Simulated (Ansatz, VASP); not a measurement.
## SnO2: VASP beside Ansatz

Contents of INCAR:

```
SYSTEM = SnO2
ALGO = Normal
EDIFF = 1E-7
ENCUT = 520
GGA = CA
ISIF = 2
ISMEAR = 0
LASPH = .True.
LCHARG = .True.
LELF = .True.
LREAL = .False.
LVHAR = .True.
LWAVE = .False.
NBANDS = 35
NELM = 80
PREC = Accurate
SIGMA = 0.05
```

The input KPOINTS:

```
k-points
0
Gamma
  6 6 8
  0 0 0
```

The input POSCAR:

```
SnO2
1.0
    4.6789513558      0.0208860010     -0.0024512372
    0.0208860010      4.7468764977      0.0190786243
   -0.0016487324      0.0128325178      3.1631700837
Sn O
2 4
Direct
   -0.0054429054     -0.0007259105      0.0026025924
    0.4897488214      0.4907793632      0.5062056089
    0.3061532696      0.3039597646      0.0045425695
    0.1973228375      0.8059854988      0.4941245959
    0.7033448437      0.7023825983     -0.0006815581
    0.8088731332      0.1976186856      0.4932061914
```

Input for Ansatz:

```yaml
crystal:
  lattice:
    - [4.6789513558, 0.020886001, -0.0024512372]
    - [0.020886001, 4.7468764977, 0.0190786243]
    - [-0.0016487324, 0.0128325178, 3.1631700837]
  atoms:
    - { symbol: Sn, position: [-0.0054429054, -0.0007259105, 0.0026025924] }
    - { symbol: Sn, position: [0.4897488214, 0.4907793632, 0.5062056089] }
    - { symbol: O, position: [0.3061532696, 0.3039597646, 0.0045425695] }
    - { symbol: O, position: [0.1973228375, 0.8059854988, 0.4941245959] }
    - { symbol: O, position: [0.7033448437, 0.7023825983, -0.0006815581] }
    - { symbol: O, position: [0.8088731332, 0.1976186856, 0.4932061914] }
basis:
  ecutwfc: 420
kpoints:
  mp_grid: { grid: [6, 6, 8] }
hamiltonian:
  xc: lda
scf:
  occupations: { method: gaussian, width: 0.05 }
output:
  forces: true
  stress: true
  eigenvalues: true
```

Change from the starting cell: all atoms moved at random (sigma 0.03 Å a component), cell strained at random (sigma 0.01).

Alike in both runs: task single point; functional LDA; k mesh 6 × 6 × 8; occupations gaussian, width 0.05 eV; no spin polarisation.

|  | VASP | Ansatz |
| --- | --- | --- |
| version | VASP 6.6.1 | Ansatz 0.2.0 |
| potentials or method | VASP PAW LDA potentials, release 64 (Sn_d, O), cutoff 520 eV | scalar-relativistic, plane waves, PAW |
| valence electrons in the cell | 52 | 52 |

Ansatz gave:

```
gap on the k mesh at the Fermi level (eV)                     : 1.21
least direct gap on the mesh (eV)                             : 1.21
pressure (GPa)                                                : 3.3
traceless stress, the component that is largest in VASP (GPa) : 1.41
rms of the force components (eV/Å)                            : 0.676
```

Question: Which values does VASP return?

Answer: gap on the k mesh at the Fermi level (eV): 1.24; least direct gap on the mesh (eV): 1.24; pressure (GPa): 4.4; traceless stress, the component that is largest in VASP (GPa): 1.67; rms of the force components (eV/Å): 0.691.

LDA's correlation is that of Perdew and Zunger in VASP and of Perdew and Wang (1992) in Ansatz. Atom by atom the forces differ by 0.019 eV/Å (rms over components).
